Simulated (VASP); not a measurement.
Here is a VASP 6.6.1 calculation.

Contents of INCAR:

```
PREC     = Accurate       # precision mode
ENCUT    = 520            # plane-wave cutoff, eV
EDIFF    = 1E-6           # SCF threshold, eV
ISMEAR   = 0              # smearing method
SIGMA    = 0.1            # smearing width, eV
LREAL    = F              # projectors in reciprocal space
LASPH    = T              # aspherical terms in the spheres
NELM     = 60             # most SCF steps
ALGO     = Fast           # electronic algorithm
ISIF     = 2              # what is computed and relaxed
LWAVE    = F              # write WAVECAR
LCHARG   = T              # write CHGCAR
GGA      = PE             # functional
LELF     = T              # ELF
LVHAR    = T            
NBANDS   = 24             # bands
```

The input KPOINTS:

```
regular mesh
0
Gamma
  8 8 8
```

The input POSCAR:

```
Ba3Mg
1.0
    5.8645910047      0.0000000000      0.0000000000
    0.0000000000      5.8645910047      0.0000000000
    0.0000000000      0.0000000000      5.8645910047
Ba Mg
3 1
Direct
    0.0000000000      0.5000000000      0.5000000000
    0.5000000000      0.0000000000      0.5000000000
    0.5000000000      0.5000000000      0.0000000000
    0.0000000000      0.0000000000      0.0000000000
```

Potentials or basis: VASP PAW PBE potentials, release 64 (Ba_sv, Mg).

Run with:

```sh
$ cat potpaw_PBE.64/Ba_sv/POTCAR potpaw_PBE.64/Mg/POTCAR > POTCAR
$ mpirun -np 1 vasp_std > vasp.out
```

Question: Estimate the pressure.

Answer: 0.1 GPa.

Question: What does it give for the band gap on the k mesh?

Answer: Zero (band 16 reaches 2.05 eV, above the bottom of band 17 at 1.70 eV).

Caveat: spin-orbit coupling is left out, which moves the levels of the heavy elements.
